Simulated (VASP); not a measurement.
Input of a VASP 6.6.1 run:

Contents of INCAR:

```
  PREC = Accurate
  ENCUT = 520
  EDIFF = 1E-7
  ISMEAR = -1
  SIGMA = 0.1
  LREAL = False
  LASPH = True
  NELM = 100
  ALGO = Normal
  ISIF = 2
  LWAVE = False
  LCHARG = False
  NBANDS = 8
```

Contents of KPOINTS:

```
Automatic mesh
0
Gamma
  16 16 16
```

POSCAR

```
P
1.0
    0.0000000000      1.8543686482      1.8543686482
    1.8543686482      0.0000000000      1.8543686482
    1.8543686482      1.8543686482      0.0000000000
P
1
Direct
    0.0000000000      0.0000000000      0.0000000000
```

Potentials or basis: VASP PAW LDA potentials, release 64 (P).

The run is started by

```console
$ cat potpaw_LDA.64/P/POTCAR > POTCAR
$ mpirun -np 1 vasp_std > vasp.out
```

Estimate the band gap on the k mesh.

zero (an odd number of electrons rules out a gap without spin polarisation).

What does it give for the pressure?

10.9 GPa.

Caveat: the cell stands under pressure; an odd number of electrons without spin polarisation forces a metal; a magnetic or distorted state may lie lower.
